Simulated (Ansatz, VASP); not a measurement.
## Two plane-wave programs on LiSi2Ag2

```
CELL_PARAMETERS angstrom
0.00000 4.12695 0.00000
4.12695 0.00000 0.00000
2.06347 2.06347 -4.83739
ATOMIC_POSITIONS crystal
Ag 0.75000 0.25000 0.50000
Ag 0.25000 0.75000 0.50000
Li 0.00000 0.00000 0.00000
Si 0.37500 0.37500 0.25000
Si 0.62500 0.62500 0.75000
```

Alike in both runs: task single point; functional r2SCAN; k mesh 9 × 9 × 9; no spin polarisation.

```csv
,VASP,Ansatz
version,VASP 6.6.1,Ansatz 0.2.0
potentials or method,"VASP PAW PBE potentials, release 64 (Ag, Li_sv, Si), cutoff 520 eV",PAW plane waves
occupations,"methfessel-paxton of order 1, width 0.0693 eV","cold, width 0.0693 eV"
valence electrons in the cell,33,49
```

```tsv
	VASP	Ansatz	Ansatz less VASP
rms of the force components (eV/Å)	1.115	1.108	-0.0070
```

VASP's potentials were made for PBE, not for r2SCAN. Atom by atom the forces differ by 0.007 eV/Å (rms over components). VASP's potentials hold 33 valence electrons a cell and Ansatz's 49, so a difference there can come from the potentials and not from the codes.

Noted on VASP's run: the cutoff is short for stress, so the pressure is rough.
